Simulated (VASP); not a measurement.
Write the native input for VASP 6.6.1 that does the following.

* Task: single point
* Functional: PBEsol
* Potentials or basis: VASP PAW PBE potentials, release 64 (Ga_d, As)
* Cutoff: 520 eV
* k mesh: 6 × 6 × 4
* Occupations: fermi-dirac, width 0.02 eV
* Spin: no spin polarisation
* Dipole correction: no
* Further INCAR settings: ALGO = Normal; EDIFF = 1e-06; NBANDS = 26

The structure of GaAs lies in POSCAR:

```
GaAs
1.0
    4.2497555350      0.0000000000      0.0000000000
   -2.1248777675      3.6803962531      0.0000000000
    0.0000000000      0.0000000000      5.7732406470
Ga As
2 2
Direct
    0.3333333333      0.6666666667      0.2500000000
    0.6666666667      0.3333333333      0.7500000000
    0.6666666667      0.3333333333      0.2500000000
    0.3333333333      0.6666666667      0.7500000000
```

These files were run (other wordings do the same):

INCAR

```
SYSTEM = GaAs
  PREC = Accurate
  ENCUT = 520
  EDIFF = 1E-6
  ISMEAR = -1
  SIGMA = 0.02
  LREAL = .False.
  LASPH = .True.
  NELM = 80
  ALGO = Normal
  ISIF = 2
  LWAVE = .False.
  LCHARG = .False.
  GGA = PS
  NBANDS = 26
```

KPOINTS

```
Automatic mesh
0
Gamma
  6 6 4
  0 0 0
```

Potentials or basis: VASP PAW PBE potentials, release 64 (Ga_d, As).

The run is started by

```bash
$ cat potpaw_PBE.64/Ga_d/POTCAR potpaw_PBE.64/As/POTCAR > POTCAR
$ mpirun -np 1 vasp_std > vasp.out
```

It gave:

```json
{
 "Pressure": "-0.5 GPa",
 "Band gap on the k mesh": "zero (band 18 reaches 4.07 eV, above the bottom of band 19 at 3.06 eV)"
}
```

Caveat: the PAW data sets were made with another functional, which shifts forces and pressure a little.

It took 42 s on 1 thread of Intel Xeon 6975P-C (shared host), peak memory 0.23 GiB.
